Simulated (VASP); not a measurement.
Crystal: CsPbCl3.

```xyz
5
Lattice="5.6050 0.0000 0.0000 0.0000 5.6050 0.0000 0.0000 0.0000 5.6050" Properties=species:S:1:pos:R:3 pbc="T T T"
Pb    2.8025    2.8025    2.8025
Cs    0.0000    0.0000    0.0000
Cl    2.8025    0.0000    2.8025
Cl    0.0000    2.8025    2.8025
Cl    2.8025    2.8025    0.0000
```

* Program: VASP 6.6.1
* Task: relaxation of cell and atoms
* Functional: RPBE
* Potentials or basis: VASP PAW PBE potentials, release 64 (Pb_d, Cs_sv, Cl)
* Cutoff: 600 eV
* k mesh: 5 × 5 × 5
* Occupations: fermi-dirac, width 0.05 eV
* Spin: no spin polarisation

At the start: pressure 3.3 GPa; volume 35.22 Å³/atom.

Task: How do energy, volume and symmetry change on relaxing?

Result: Over 4 steps the energy falls by 44.2 meV/atom and the volume is 40.12 Å³/atom (+13.9 %); space group Pm-3m (No. 221, to 0.1 Å) before and after.

Step by step:
```
step  energy change (eV)  largest force (eV/Å)  pressure (GPa)  volume (Å³)
   1              0.0000                0.0000            3.26       176.09
   2             -0.2114                0.0000            0.56       194.97
   3             -0.2210                0.0000           -0.06       201.26
   4             -0.2211                0.0000            0.00       200.62
```

Final structure:
```xyz
5
Lattice="5.8541 0.0000 0.0000 0.0000 5.8541 0.0000 0.0000 0.0000 5.8541" Properties=species:S:1:pos:R:3 pbc="T T T"
Pb    2.9270    2.9270    2.9270
Cs    0.0000    0.0000    0.0000
Cl    2.9270    0.0000    2.9270
Cl    0.0000    2.9270    2.9270
Cl    2.9270    2.9270    0.0000
```

Caveat: the PAW data sets were made with another functional, which shifts forces and pressure a little.
